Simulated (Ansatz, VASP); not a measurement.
One calculation of Ge, two programs

File INCAR:

```
ALGO     = Normal         # electronic algorithm
EDIFF    = 1E-7           # SCF threshold, eV
ENCUT    = 520            # plane-wave cutoff, eV
GGA      = PS             # functional
ISIF     = 2              # what is computed and relaxed
ISMEAR   = 0              # smearing method
LASPH    = True           # aspherical terms in the spheres
LCHARG   = False          # write CHGCAR
LREAL    = False          # projectors in reciprocal space
LWAVE    = False          # write WAVECAR
NBANDS   = 21             # bands
NELM     = 100            # most SCF steps
PREC     = Accurate       # precision mode
SIGMA    = 0.15           # smearing width, eV
```

File KPOINTS:

```
k-points
0
Gamma
  22 22 12
```

File POSCAR:

```
Ge
1.0
    0.0000000000      0.0000000000     -2.6427277821
    2.7652112298      0.0000000000      0.0000000000
    0.0000000000     -5.0390024825      0.0000000000
Ge
2
Direct
    0.0000000000      0.4457545961      0.0000000000
    0.0000000000      0.0542454039      0.5000000000
```

Input for Ansatz:

```yaml
crystal:
  lattice:
    - [0.0, 0.0, -2.6427277821]
    - [2.7652112298, 0.0, 0.0]
    - [0.0, -5.0390024825, 0.0]
  atoms:
    - { symbol: Ge, position: [0.0, 0.4457545961, 0.0] }
    - { symbol: Ge, position: [0.0, 0.0542454039, 0.5] }
basis:
  ecutwfc: 420
kpoints:
  mp_grid: { grid: [22, 22, 12] }
hamiltonian:
  xc: pbesol
scf:
  occupations: { method: gaussian, width: 0.15 }
output:
  forces: true
  stress: true
  eigenvalues: true
```

Change from the starting cell: mode 1 (-8.0 1/cm) frozen in, largest displacement +0.150 Å.

Alike in both runs: task single point; functional PBEsol; k mesh 22 × 22 × 12; occupations gaussian, width 0.15 eV; no spin polarisation.

|  | VASP | Ansatz |
| --- | --- | --- |
| version | VASP 6.6.1 | Ansatz 0.2.0 |
| potentials or method | VASP PAW PBE potentials, release 64 (Ge_d), cutoff 520 eV | scalar-relativistic, plane waves, PAW |
| valence electrons in the cell | 28 | 28 |

Ansatz gave:

```
gap on the k mesh at the Fermi level (eV)                     : none
pressure (GPa)                                                : 0.4
traceless stress, the component that is largest in VASP (GPa) : -0.66
rms of the force components (eV/Å)                            : 0.005
```

Task: Estimate VASP's values.

Result: gap on the k mesh at the Fermi level (eV): none; pressure (GPa): 0.4; traceless stress, the component that is largest in VASP (GPa): -0.70; rms of the force components (eV/Å): 0.004.

VASP's potentials were made for PBE, not for PBEsol. Atom by atom the forces differ by 0.000 eV/Å (rms over components). A gap of «none» marks a metal or a gap that the smearing closes.
